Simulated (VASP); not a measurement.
Si3Ag, 8 atoms in the cell. It takes space group Pm-3n (No. 223, cubic). Conventional cell: a = 5.141 Å, b = 5.141 Å, c = 5.141 Å, α = 90.00°, β = 90.00°, γ = 90.00°. Within 3.4 Å of Si (site symmetry -4m2) lie 10 Si at 2.57 to 3.15 Å and 4 Ag at 2.87 Å. Ag (site symmetry m-3) has 12 Si at 2.87 Å within 3.8 Å. The cell was generated, and may not be a known phase.

```yaml
Program: VASP 6.6.1
Task: relaxation of cell and atoms
Functional: PBE
Potentials_or_basis: VASP PAW PBE potentials, release 64 (Si, Ag)
Cutoff: 600 eV
k_mesh: 8 × 8 × 8
Occupations: gaussian, width 0.1 eV
Spin: no spin polarisation
Dipole_correction: no
Further_INCAR_settings: ALGO = Fast; EDIFF = 1e-07; IBRION = 2; EDIFFG = -0.01; NSW = 100; ISIF = 3
```

Potentials or basis: VASP PAW PBE potentials, release 64 (Si, Ag).

Command:

```sh
$ cat potpaw_PBE.64/Si/POTCAR potpaw_PBE.64/Ag/POTCAR > POTCAR
$ mpirun -np 1 vasp_std > vasp.out
```

Hardware: 1 thread of Oxide Virtual Turin-like Processor (shared host).

Estimate the wall time of this run.

Wall time 15 min on 1 thread of Oxide Virtual Turin-like Processor, with other jobs on the host, peak memory 0.32 GiB. Counts: scf iterations 49, k points 35, ion steps 3.
